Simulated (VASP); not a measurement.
MnO:

```
Mn O
1.0
     2.67239    0.00000    0.00000
     0.00000    2.67239    0.00000
     0.00000    0.00000    2.67239
Mn O
1 1
Direct
  0.00000 0.00000 0.00000
  0.50000 0.50000 0.50000
```

| Item | Value |
| --- | --- |
| Program | VASP 6.6.1 |
| Task | relaxation of cell and atoms |
| Functional | HSE06 |
| Potentials or basis | VASP PAW PBE potentials, release 64 (Mn_pv, O) |
| Cutoff | 600 eV |
| k mesh | 5 × 5 × 5 |
| Occupations | fermi-dirac, width 0.05 eV |
| Spin | collinear spin, ferromagnetic start |
| Starting moments | [4.0, 0.0] μB |

At the start: pressure 16.6 GPa; volume 9.54 Å³/atom.

Problem. How do energy, volume and symmetry change on relaxing?

Solution. Over 3 steps the energy falls by 39.4 meV/atom and the volume is 10.37 Å³/atom (+8.6 %); space group Pm-3m (No. 221, to 0.1 Å) before and after; moment 5.00 μB per cell.

Step by step:
| step | energy change (eV) | largest force (eV/Å) | pressure (GPa) | volume (Å³) |
| --- | --- | --- | --- | --- |
| 1 | 0.0000 | 0.0000 | 16.62 | 19.09 |
| 2 | -0.0447 | 0.0000 | -8.48 | 21.95 |
| 3 | -0.0788 | 0.0000 | -0.02 | 20.73 |

Final structure:
```cif
data_structure
_symmetry_space_group_name_H-M 'P 1'
_symmetry_Int_Tables_number 1
_cell_length_a 2.7471
_cell_length_b 2.7471
_cell_length_c 2.7471
_cell_angle_alpha 90.000
_cell_angle_beta 90.000
_cell_angle_gamma 90.000
_cell_volume 20.73
loop_
_atom_site_label
_atom_site_type_symbol
_atom_site_fract_x
_atom_site_fract_y
_atom_site_fract_z
_atom_site_occupancy
Mn1 Mn 0.00000 0.00000 0.00000 1
O1 O 0.50000 0.50000 0.50000 1
```

Caveat: the k points lie up to 0.46 Å⁻¹ apart in the final cell; the PAW data sets were made with another functional, which shifts forces and pressure a little; a cell with one magnetic atom can't hold antiferromagnetic order, which such compounds often take.
